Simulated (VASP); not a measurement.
# Ga (Cmce) in VASP: notebook

The runs below take Ga through single point, with LDA.

Program: VASP 6.6.1. These are calculated values, not measurements. Logs are shortened: lines on timing, memory, paths and dates and some standing lists are left out, and cuts for length are marked.

## 1. The cell of the first run

Symmetry: Cmce, No. 64, orthorhombic system. The conventional cell has a = 4.436 Å, b = 7.484 Å, c = 4.425 Å, α = 90.00°, β = 90.00°, γ = 90.00°. Ga (site symmetry m) has 7 Ga at 2.45 to 2.74 Å within 3.2 Å.

## 2. Single point, LDA

INCAR reads:

```
PREC = Accurate
ENCUT = 520
EDIFF = 1E-6
ISMEAR = 0
SIGMA = 0.1
LREAL = False
LASPH = True
NELM = 80
ALGO = Normal
ISIF = 2
LWAVE = False
LCHARG = True
LELF = True
LVHAR = True
NBANDS = 34
```

KPOINTS reads:

```
Automatic mesh
0
Gamma
  8 8 7
```

POSCAR reads:

```
Ga
1.0
    2.2178908173     -3.7419137528      0.0000000000
    2.2178908173      3.7419137528      0.0000000000
    0.0000000000      0.0000000000      4.4249628129
Ga
4
Direct
    0.8443628362      0.1556371638      0.0859373133
    0.6556371638      0.3443628362      0.5859373133
    0.1556371638      0.8443628362      0.9140626867
    0.3443628362      0.6556371638      0.4140626867
```

Potentials or basis: VASP PAW LDA potentials, release 64 (Ga_d).

Launch:

```bash
$ cat potpaw_LDA.64/Ga_d/POTCAR > POTCAR
$ mpirun -np 1 vasp_std > vasp.out
```

OUTCAR:

```text
PREC = Accurate
   ENCUT = 520
   EDIFF = 1E-6
   ISMEAR = 0
   LREAL = False
   LASPH = True
   NELM = 80
   ISIF = 2

 ion  position               nearest neighbor table
   1  0.844  0.156  0.086-   3 2.45   2 2.62   2 2.62   4 2.65   4 2.65   3 2.74   3 2.74
   2  0.656  0.344  0.586-   4 2.45   1 2.62   1 2.62   3 2.65   3 2.65   4 2.74   4 2.74
   3  0.156  0.844  0.914-   1 2.45   4 2.62   4 2.62   2 2.65   2 2.65   1 2.74   1 2.74
   4  0.344  0.656  0.414-   2 2.45   3 2.62   3 2.62   1 2.65   1 2.65   2 2.74   2 2.74

  LATTYP: Found a base centered orthorhombic cell.
 ALAT       =     4.4357816346
 B/A-ratio  =     1.6871496665
 C/A-ratio  =     0.9975610112

  Lattice vectors:

 A1 = (   2.2178908173,  -3.7419137528,   0.0000000000)
 A2 = (   2.2178908173,   3.7419137528,   0.0000000000)
 A3 = (   0.0000000000,   0.0000000000,   4.4249628129)

Analysis of symmetry for initial positions (statically):
=====================================================================
 Subroutine PRICEL returns:
 Original cell was already a primitive cell.

 Routine SETGRP: Setting up the symmetry group for a
 base centered orthorhombic supercell.

 Subroutine GETGRP returns: Found  8 space group operations
 (whereof  4 operations were pure point group operations)
 out of a pool of  8 trial point group operations.

The static configuration has the point symmetry C_2h.
 The point group associated with its full space group is D_2h.

Analysis of symmetry for dynamics (positions and initial velocities):
=====================================================================
 Subroutine PRICEL returns:
 Original cell was already a primitive cell.

 Routine SETGRP: Setting up the symmetry group for a
 base centered orthorhombic supercell.

 Subroutine GETGRP returns: Found  8 space group operations
 (whereof  4 operations were pure point group operations)
 out of a pool of  8 trial point group operations.

The dynamic configuration has the point symmetry C_2h.
 The point group associated with its full space group is D_2h.

 Subroutine INISYM returns: Found  8 space group operations
 (whereof  4 operations are pure point group operations),
 and found     1 'primitive' translations

----------------------------------------------------------------------------------------

                                     Primitive cell

  volume of cell :      73.4469

  direct lattice vectors                    reciprocal lattice vectors
     2.217890817 -3.741913753  0.000000000     0.225439411 -0.133621466  0.000000000
     2.217890817  3.741913753  0.000000000     0.225439411  0.133621466  0.000000000
     0.000000000  0.000000000  4.424962813     0.000000000  0.000000000  0.225990600

  length of vectors
     4.349822779  4.349822779  4.424962813     0.262064160  0.262064160  0.225990600

  position of ions in fractional coordinates (direct lattice)
     0.844362836  0.155637164  0.085937313
     0.655637164  0.344362836  0.585937313
     0.155637164  0.844362836  0.914062687
     0.344362836  0.655637164  0.414062687

  ion indices of the primitive-cell ions
   primitive index   ion index
                 1           1
                 2           2
                 3           3
                 4           4

----------------------------------------------------------------------------------------

 KPOINTS: Automatic mesh

Automatic generation of k-mesh.
 Grid dimensions read from file:
 generate k-points for:    8    8    7

 Generating k-lattice:

  Cartesian coordinates                     Fractional coordinates (reciprocal lattice)
     0.028179926 -0.016702683  0.000000000     0.125000000  0.000000000  0.000000000
     0.028179926  0.016702683  0.000000000     0.000000000  0.125000000  0.000000000
     0.000000000  0.000000000  0.032284371     0.000000000  0.000000000  0.142857143

  Length of vectors
     0.032758020  0.032758020  0.032284371

  Shift w.r.t. Gamma in fractional coordinates (k-lattice)
     0.000000000  0.000000000  0.000000000

 Subroutine IBZKPT returns following result:
 ===========================================

 Found     84 irreducible k-points:

 Following reciprocal coordinates:
            Coordinates               Weight
  0.000000  0.000000  0.000000      1.000000
  0.125000  0.000000  0.000000      4.000000
  0.250000  0.000000  0.000000      4.000000
  0.375000  0.000000  0.000000      4.000000
  0.500000  0.000000  0.000000      2.000000
  0.125000  0.125000  0.000000      2.000000
[... 16 lines left out ...]
  0.125000  0.000000  0.142857      8.000000
  0.250000  0.000000  0.142857      8.000000
 [... further k-points ...]
   k-points           NKPTS =     84   k-points in BZ     NKDIM =     84   number of bands    NBANDS=     34
   number of dos      NEDOS =    301   number of ions     NIONS =      4
   total plane-waves  NPLWV =  36864
   dimension x,y,z NGX =    32 NGY =   32 NGZ =   36
   dimension x,y,z NGXF=    64 NGYF=   64 NGZF=   72
   ions per type =               4
   NGX,Y,Z   is equivalent  to a cutoff of  12.23, 12.23, 13.53 a.u.
   NGXF,Y,Z  is equivalent  to a cutoff of  24.46, 24.46, 27.05 a.u.
 SYSTEM =  unknown system
   PREC   = accura    normal or accurate (medium, high low for compatibility)
   ISTART =      0    job   : 0-new  1-cont  2-samecut
   ICHARG =      2    charge: 1-file 2-atom 10-const
   ISPIN  =      1    spin polarized calculation?
   LNONCOLLINEAR =      F non collinear calculations
   LSORBIT =      F    spin-orbit coupling
   LASPH  =      T    aspherical Exc in radial PAW
   ENCUT  =  520.0 eV  38.22 Ry    6.18 a.u.   8.09  8.09  8.23*2*pi/ulx,y,z
   NELM   =     80;   NELMIN=  2; NELMDL= -5     # of ELM steps
   EDIFF  = 0.1E-05   stopping-criterion for ELM
   LREAL  =      F    real-space projection
   EDIFFG = 0.1E-04   stopping-criterion for IOM
   NSW    =      0    number of steps for IOM
   IBRION =     -1    ionic relax: 0-MD 1-quasi-New 2-CG
   NFREE  =      0    steps in history (QN), initial steepest desc. (CG)
   ISIF   =      2    stress and relaxation
   ISYM   =      2    0-nonsym 1-usesym 2-fastsym
   POTIM  = 0.5000    time-step for ionic-motion
   TEBEG  =    0.0;   TEEND  =   0.0 temperature during run
   PSTRESS=    0.0 pullay stress
   NELECT =      52.0000    total number of electrons
   NUPDOWN=      -1.0000    fix difference up-down
   EMIN   =  10.00;   EMAX   =-10.00  energy-range for DOS
   EFERMI =   0.00;   METHOD = LEGACY
   ISMEAR =     0;   SIGMA  =   0.10  broadening in eV -4-tet -1-fermi 0-gaus
   EFERMI_NEDOS =   21; number of points for ismear=-14 and -15
   IALGO  =     38    algorithm
   IMIX   =      4    mixing-type and parameters
     AMIX     =   0.40;   BMIX     =  1.00
     AMIX_MAG =   1.60;   BMIX_MAG =  1.00
  volume/ion in A,a.u.               =      18.36       123.91
  Fermi-wavevector in a.u.,A,eV,Ry     =   1.459099  2.757297 28.966394  2.128970
  Thomas-Fermi vector in A             =   2.575706
   LORBIT       =      0    0 simple, 1 ext, 2 COOP (PROOUT), +10 PAW based schemes
   GGA     = CA    functional components
   LHFCALC =     F    Hartree Fock is set to
   AEXX    =    0.0000 exact exchange contribution
   IVDW    =     0    specifies the selected vdW correction
   LEPSILON=     F    determine dielectric tensor
   LRPA    =     F    only Hartree local field effects (RPA)
 non-spin polarized calculation
 Gauss-broadening in eV      SIGMA  =   0.10
  energy-cutoff  :      520.00
  volume of cell :       73.45
 maximum number of plane-waves:      2002
   NGX = 17   NGY = 17   NGZ = 17

 number of electron      52.0000021 magnetization

 Free energy of the ion-electron system (eV)
  ---------------------------------------------------
  ext. energy  EPLUGINS =         0.00000000
  ---------------------------------------------------
  free energy    TOTEN  =       -14.42454413 eV

  energy without entropy =      -14.42009973  energy(sigma->0) =      -14.42232193

 E-fermi :   5.3771     XC(G=0): -11.3004

 val. band max:        5.3368121196   @ k =   0.0000   0.0000   0.4286
 cond. band min:       5.3860175451   @ k =   0.5000   0.3750   0.1429
 fundamental gap:      0.0492054254
 Fermi energy:         5.3771226528

 k-point     1 :       0.0000    0.0000    0.0000
  band No.  band energies     occupation
      1      -9.9850      2.00000
      2      -9.9778      2.00000
      3      -9.9443      2.00000
      4      -9.9255      2.00000
      5      -9.8957      2.00000
      6      -9.8713      2.00000
[... 26 lines left out ...]
     33      12.4419      0.00000
     34      13.0455      0.00000

 k-point     2 :       0.1250    0.0000    0.0000
  band No.  band energies     occupation
      1      -9.9891      2.00000
      2      -9.9701      2.00000
      3      -9.9494      2.00000
      4      -9.9320      2.00000
      5      -9.8820      2.00000
      6      -9.8680      2.00000
[... 26 lines left out ...]
     33      12.3439      0.00000
     34      13.2252      0.00000

 k-point     3 :       0.2500    0.0000    0.0000
  band No.  band energies     occupation
      1      -9.9909      2.00000
      2      -9.9620      2.00000
      3      -9.9542      2.00000
      4      -9.9398      2.00000
      5      -9.8765      2.00000
      6      -9.8459      2.00000
[... 26 lines left out ...]
     33      11.6689      0.00000
     34      12.7580      0.00000

 k-point     4 :       0.3750    0.0000    0.0000
  band No.  band energies     occupation
      1      -9.9889      2.00000
      2      -9.9648      2.00000
      3      -9.9585      2.00000
      4      -9.9198      2.00000
      5      -9.8927      2.00000
      6      -9.8857      2.00000
[... 26 lines left out ...]
     33      11.4938      0.00000
     34      13.0692      0.00000

 k-point     5 :       0.5000    0.0000    0.0000
  band No.  band energies     occupation
      1      -9.9810      2.00000
      2      -9.9810      2.00000
      3      -9.9341      2.00000
      4      -9.9341      2.00000
      5      -9.8935      2.00000
      6      -9.8935      2.00000
[... 621 lines left out ...]
 k-point    22 :       0.0000    0.0000    0.1429
  band No.  band energies     occupation
      1      -9.9884      2.00000
      2      -9.9736      2.00000
      3      -9.9348      2.00000
      4      -9.9344      2.00000
      5      -9.8960      2.00000
      6      -9.8639      2.00000
[... 26 lines left out ...]
     33      12.1628      0.00000
     34      12.1860      0.00000

 k-point    23 :       0.1250    0.0000    0.1429
  band No.  band energies     occupation
      1      -9.9956      2.00000
      2      -9.9662      2.00000
      3      -9.9427      2.00000
      4      -9.9362      2.00000
      5      -9.8846      2.00000
      6      -9.8581      2.00000
[... 26 lines left out ...]
     33      11.3002      0.00000
     34      12.8883      0.00000

 k-point    24 :       0.2500    0.0000    0.1429
  band No.  band energies     occupation
      1      -9.9955      2.00000
      2      -9.9743      2.00000
      3      -9.9535      2.00000
      4      -9.9230      2.00000
      5      -9.8808      2.00000
      6      -9.8574      2.00000
[... 26 lines left out ...]
     33      11.3595      0.00000
     34      13.8605      0.00000

 [... further k-points ...]
[... 5 lines left out ...]
  --------------------------------------------------------------------------------------
  -------------------------------------------------------------------------------------
  Total       -0.0151985      0.0871721      0.0915093      0.0000000     -0.0000000      0.0000000
  in kB       -0.3315422      1.9015806      1.9961925      0.0000000     -0.0000000      0.0000000
  external PRESSURE =       1.1887436 kB  Pullay stress =       0.0000000 kB

 VOLUME and BASIS-vectors are now :
 -----------------------------------------------------------------------------
  energy-cutoff  :      520.00
  volume of cell :       73.45
      direct lattice vectors                 reciprocal lattice vectors
     2.217890817 -3.741913753  0.000000000     0.225439411 -0.133621466  0.000000000
     2.217890817  3.741913753  0.000000000     0.225439411  0.133621466  0.000000000
     0.000000000  0.000000000  4.424962813     0.000000000  0.000000000  0.225990600

 POSITION                                       TOTAL-FORCE (eV/Angst)
 -----------------------------------------------------------------------------------
      2.21789     -2.57715      0.38027         0.000000     -0.012354     -0.001138
      2.21789     -1.16476      2.59275         0.000000      0.012354     -0.001138
      2.21789      2.57715      4.04469         0.000000      0.012354      0.001138
      2.21789      1.16476      1.83221         0.000000     -0.012354      0.001138
 -----------------------------------------------------------------------------------
    total drift:                                0.000000      0.000000      0.000000

  FREE ENERGIE OF THE ION-ELECTRON SYSTEM (eV)
  ---------------------------------------------------
  free  energy   TOTEN  =       -14.4245441285 eV

  energy  without entropy=      -14.4200997271  energy(sigma->0) =      -14.42232193
```

Run time: 58 s. Hardware: 1 thread of Intel Xeon 6975P-C (Granite Rapids), shared host; peak memory 0.25 GiB.

Results:

| Property | Result |
| --- | --- |
| Free energy | -14.4245 eV |
| Pressure | 0.1 GPa |
| Largest force | 0.012 eV/Å |
| Band gap on the k mesh | zero (band 26 reaches 5.63 eV, above the bottom of band 27 at 4.58 eV) |

Forces in eV/Å, atoms in the order of the input:
```
Ga   0.000 -0.012 -0.001
Ga   0.000  0.012 -0.001
Ga   0.000  0.012  0.001
Ga   0.000 -0.012  0.001
```

Levels at points of the mesh, in eV from the Fermi level:
```
           k point  band 22  band 23  band 24  band 25  band 26  band 27  band 28  band 29  band 30  band 31
(0.00, 0.00, 0.00)    -4.28    -3.90    -1.89    -1.74    -0.79     0.87     0.99     1.10     5.34     5.64
(0.50, 0.00, 0.00)    -8.96    -3.52    -3.52    -1.48    -1.48     0.80     0.80     4.34     4.34     5.55
(0.50, 0.50, 0.00)    -7.56    -4.21    -3.55    -1.70    -1.61     1.09     1.20     3.52     3.95     4.31
```

(Continued in part 2 of 2.)
